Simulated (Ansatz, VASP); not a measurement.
# Two plane-wave programs on Te

INCAR

```
PREC = Accurate
ENCUT = 520
EDIFF = 1E-6
ISMEAR = -1
SIGMA = 0.1
LREAL = False
LASPH = True
NELM = 60
ALGO = Normal
ISIF = 2
LWAVE = False
LCHARG = False
GGA = PE
NBANDS = 13
```

The input KPOINTS:

```
Automatic mesh
0
Gamma
  15 15 12
```

The input POSCAR:

```
Te
1.0
    4.0031331390      0.0000000000      0.0000000000
   -2.0015665695      3.4668149931      0.0000000000
    0.0000000000      0.0000000000      4.3537920676
Te
2
Direct
    0.3333333333      0.6666666667      0.2500000000
    0.6666666667      0.3333333333      0.7500000000
```

Input for Ansatz:

```yaml
crystal:
  lattice:
    - [4.003133139, 0.0, 0.0]
    - [-2.0015665695, 3.4668149931, 0.0]
    - [0.0, 0.0, 4.3537920676]
  atoms:
    - { symbol: Te, position: [0.3333333333, 0.6666666667, 0.25] }
    - { symbol: Te, position: [0.6666666667, 0.3333333333, 0.75] }
hamiltonian:
  xc: pbe
  pseudopotentials:
    kind: paw
    azcp:
      Te: "pseudopotentials/Te.paw.azcp"
basis:
  ecutwfc: 420
  fft_grid_basis: typed
kpoints:
  mp_grid: { grid: [15, 15, 12], shift: [0, 0, 0] }
magnetization:
  spin_polarized: false
scf:
  occupations: { method: fermi_dirac, width: 0.1 }
output:
  stress: true
```

Alike in both runs: task single point; functional PBE; k mesh 15 × 15 × 12; occupations fermi-dirac, width 0.1 eV; no spin polarisation.

```csv
,VASP,Ansatz
version,VASP 6.6.1,Ansatz 0.2.0
potentials or method,"VASP PAW PBE potentials, release 64 (Te), cutoff 520 eV","plane waves (420 eV) with PAW, scalar-relativistic"
valence electrons in the cell,12,32
```

|  | VASP | Ansatz | Ansatz less VASP |
| --- | --- | --- | --- |
| pressure (GPa) | 2.1 | 2.2 | +0.06 |
| traceless stress, the component that is largest in VASP (GPa) | 0.48 | 0.48 | -0.001 |

VASP's potentials hold 12 valence electrons a cell and Ansatz's 32, so a difference there can come from the potentials and not from the codes.

Spin-orbit coupling is off throughout.
